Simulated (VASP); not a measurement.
Si3N4:

```
Si N
1.0
     7.61700    0.00000    0.00000
    -3.80850    6.59652    0.00000
     0.00000    0.00000    3.00080
Si N
6 8
Direct
  0.17405 0.76794 0.25000
  0.40611 0.17405 0.75000
  0.23206 0.40611 0.25000
  0.82595 0.23206 0.75000
  0.59389 0.82595 0.25000
  0.76794 0.59389 0.75000
  0.33333 0.66667 0.25000
  0.66667 0.33333 0.75000
  0.32979 0.03000 0.25000
  0.29979 0.32979 0.75000
  0.97000 0.29979 0.25000
  0.67021 0.97000 0.75000
  0.70021 0.67021 0.25000
  0.03000 0.70021 0.75000
```

This cell differs from its parent crystal: z stretched by +3 %.

* Program: VASP 6.6.1
* Task: relaxation of the atoms
* Functional: PBE
* Potentials or basis: VASP PAW PBE potentials, release 64 (Si, N)
* Cutoff: 520 eV
* k mesh: 4 × 4 × 9
* Occupations: fermi-dirac, width 0.02 eV
* Spin: no spin polarisation

At the start: pressure -3.5 GPa; volume 10.77 Å³/atom.

Task: Where does the relaxation end?

Result: Over 9 steps the energy falls by 2.0 meV/atom at a fixed cell; space group P6_3/m (No. 176, to 0.1 Å) before and after.

The path:
```tsv
step	energy change (eV)	largest force (eV/Å)	pressure (GPa)
1	0.0000	0.4334	-3.53
2	0.0267	0.7302	-3.84
3	-0.0216	0.0949	-3.72
4	-0.0240	0.0563	-3.68
5	-0.0256	0.0838	-3.63
6	-0.0265	0.0599	-3.58
7	-0.0266	0.0447	-3.59
8	-0.0275	0.0316	-3.54
9	-0.0280	0.0136	-3.45
```

Final structure:
```
Si N
1.0
     7.61700    0.00000    0.00000
    -3.80850    6.59652    0.00000
     0.00000    0.00000    3.00080
Si N
6 8
Direct
  0.17472 0.77003 0.25000
  0.40469 0.17472 0.75000
  0.22997 0.40469 0.25000
  0.82528 0.22997 0.75000
  0.59531 0.82528 0.25000
  0.77003 0.59531 0.75000
  0.33333 0.66667 0.25000
  0.66667 0.33333 0.75000
  0.32984 0.03334 0.25000
  0.29650 0.32984 0.75000
  0.96666 0.29650 0.25000
  0.67016 0.96666 0.75000
  0.70350 0.67016 0.25000
  0.03334 0.70350 0.75000
```

Caveat: the cell differs from its parent crystal (z stretched by +3 %).
